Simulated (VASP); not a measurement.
A run of VASP 6.6.1 is set up as follows.

INCAR

```
  PREC = Accurate
  ENCUT = 500
  EDIFF = 1E-6
  ISMEAR = 1
  SIGMA = 0.02
  LREAL = F
  LASPH = T
  NELM = 120
  ALGO = Normal
  ISIF = 2
  LWAVE = F
  LCHARG = F
  GGA = PE
  NBANDS = 13
  GGA_COMPAT = F
```

Contents of KPOINTS:

```
regular mesh
0
Gamma
  10 10 10
```

Contents of POSCAR:

```
Mo
1.0
   -1.6009037753      1.6009037753      1.6009037753
    1.6009037753     -1.6009037753      1.6009037753
    1.6009037753      1.6009037753     -1.6009037753
Mo
1
Direct
    0.0000000000      0.0000000000      0.0000000000
```

Potentials or basis: VASP PAW PBE potentials, release 64 (Mo_sv).

The run is started by

```bash
$ cat potpaw_PBE.64/Mo_sv/POTCAR > POTCAR
$ mpirun -np 1 vasp_std > vasp.out
```

Question: Predict the band gap on the k mesh.

Answer: Zero (band 7 reaches 15.57 eV, above the bottom of band 8 at 10.57 eV).

Question: Predict the pressure.

Answer: -9.5 GPa.
